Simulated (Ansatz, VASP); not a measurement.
**HC4: VASP beside Ansatz**

INCAR

```
SYSTEM = HC4
  PREC = Accurate
  ENCUT = 520
  EDIFF = 1E-6
  ISMEAR = 0
  SIGMA = 0.1
  LREAL = .False.
  LASPH = .True.
  NELM = 120
  ALGO = Normal
  ISIF = 2
  LWAVE = .False.
  LCHARG = .False.
  LDIPOL = .True.
  IDIPOL = 3
  DIPOL = 0.5 0.5 0.245
  GGA = PE
  IVDW = 12
  NBANDS = 28
  GGA_COMPAT = .False.
  NELMDL = -8
```

KPOINTS

```
regular mesh
0
Gamma
  6 6 1
  0 0 0
```

File POSCAR:

```
HC4
1.0
    4.9314379192      0.0000000000      0.0000000000
   -2.4657189596      4.2707505152      0.0000000000
    0.0000000000      0.0000000000     18.0000000000
C H
8 2
Direct
    0.1666666667      0.3333333333      0.2222222222
    0.1666666667      0.8333333333      0.2222222222
    0.6666666667      0.3333333333      0.2222222222
    0.6666666667      0.8333333333      0.2222222222
    0.3333333333      0.1666666667      0.2222222222
    0.3333333333      0.6666666667      0.2222222222
    0.8333333333      0.1666666667      0.2222222222
    0.8333333333      0.6666666667      0.2222222222
    0.1128705015      0.3871294985      0.3361111111
    0.2204628318      0.2795371682      0.3361111111
```

Input for Ansatz:

```yaml
crystal:
  lattice:
    - [4.9314379195, 0.0, 0.0]
    - [-2.4657189597, 4.2707505154, 0.0]
    - [0.0, 0.0, 18.0]
  atoms:
    - { symbol: C, position: [0.1666666667, 0.3333333333, 0.2222222222] }
    - { symbol: C, position: [0.1666666667, 0.8333333333, 0.2222222222] }
    - { symbol: C, position: [0.6666666667, 0.3333333333, 0.2222222222] }
    - { symbol: C, position: [0.6666666667, 0.8333333333, 0.2222222222] }
    - { symbol: C, position: [0.3333333333, 0.1666666667, 0.2222222222] }
    - { symbol: C, position: [0.3333333333, 0.6666666667, 0.2222222222] }
    - { symbol: C, position: [0.8333333333, 0.1666666667, 0.2222222222] }
    - { symbol: C, position: [0.8333333333, 0.6666666667, 0.2222222222] }
    - { symbol: H, position: [0.1128705015, 0.3871294985, 0.3361111111] }
    - { symbol: H, position: [0.2204628318, 0.2795371682, 0.3361111111] }
basis:
  ecutwfc: 420
kpoints:
  mp_grid: { grid: [6, 6, 1] }
hamiltonian:
  xc: pbe
  dispersion: d3bj
scf:
  occupations: { method: gaussian, width: 0.1 }
output:
  forces: true
  eigenvalues: true
efield:
  axis: 3
  dipole_correction: true
  ramp_width: 0.04
```

Alike in both runs: task single point; functional PBE; dispersion D3(BJ); k mesh 6 × 6 × 1; occupations gaussian, width 0.1 eV; no spin polarisation.

```csv
,VASP,Ansatz
version,VASP 6.6.1,Ansatz 0.2.0
potentials or method,"VASP PAW PBE potentials, release 64 (C, H), cutoff 520 eV","scalar-relativistic, plane waves, PAW"
valence electrons in the cell,34,34
```

|  | VASP | Ansatz | Ansatz less VASP |
| --- | --- | --- | --- |
| gap on the k mesh at the Fermi level (eV) | 0.11 | 0.11 | 0.000 |
| least direct gap on the mesh (eV) | 0.11 | 0.11 | 0.000 |
| rms of the force components (eV/Å) | 0.948 | 0.948 | +0.0004 |

Atom by atom the forces differ by 0.001 eV/Å (rms over components).
